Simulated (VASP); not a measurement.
LiF:

```xyz
4
Lattice="3.0810 0.0000 0.0000 -1.5405 2.6682 0.0000 0.0000 0.0000 4.7853" Properties=species:S:1:pos:R:3 pbc="T T T"
Li    0.0000    1.7788   -0.0356
Li    1.5405    0.8894    2.3571
F     0.0000    1.7788    1.8301
F     1.5405    0.8894    4.2227
```

Base run:

- Program: VASP 6.6.1
- Functional: PBE
- Potentials or basis: VASP PAW PBE potentials, release 64 (Li_sv, F)
- Cutoff: 520 eV
- k mesh: 12 × 12 × 6
- Occupations: fermi-dirac, width 0.02 eV
- Spin: no spin polarisation

Its results: band gap on the k mesh 7.84 eV; largest force 0.003 eV/Å.

Problem. The run is repeated on the same cell with these changes: functional from PBE to r2SCAN; occupations from fermi-dirac, width 0.02 eV to gaussian, width 0.01 eV. What comes out?

Solution. Band gap on the k mesh 8.68 eV; largest force 0.003 eV/Å.

Caveats: the PAW data sets were made with another functional, which shifts forces and pressure a little (at least some runs).

A k mesh can miss the band edges.
